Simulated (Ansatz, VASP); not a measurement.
## SnO2 in VASP and in Ansatz

```
CELL_PARAMETERS angstrom
3.21157 0.00000 0.00000
-1.60579 2.78130 0.00000
0.00000 0.00000 10.34276
ATOMIC_POSITIONS crystal
Sn 0.00000 0.00000 0.50000
Sn 0.00000 0.00000 0.00000
O 0.64393 0.28787 0.41525
O 0.64393 0.28787 0.11152
O 0.31060 0.62120 0.61152
O 0.31060 0.62120 0.91525
```

Change from the starting cell: all O atoms moved +0.188 Å, as atom 3 towards its neighbour atom 5 (O) at 2.749 Å.

Alike in both runs: task single point; functional PBE; dispersion D3(BJ); k mesh 12 × 12 × 4; occupations gaussian, width 0.05 eV; no spin polarisation.

|  | VASP | Ansatz |
| --- | --- | --- |
| version | VASP 6.6.1 | Ansatz 0.2.0 |
| potentials or method | VASP PAW PBE potentials, release 64 (Sn_d, O), cutoff 520 eV | scalar-relativistic, plane waves, PAW |
| valence electrons in the cell | 52 | 52 |

```tsv
	VASP	Ansatz	Ansatz less VASP
gap on the k mesh at the Fermi level (eV)	1.93	1.96	+0.026
least direct gap on the mesh (eV)	2.22	2.24	+0.020
pressure (GPa)	3.0	2.5	-0.51
traceless stress, the component that is largest in VASP (GPa)	-3.00	-2.67	+0.327
rms of the force components (eV/Å)	1.505	1.489	-0.0162
```

Atom by atom the forces differ by 0.032 eV/Å (rms over components).
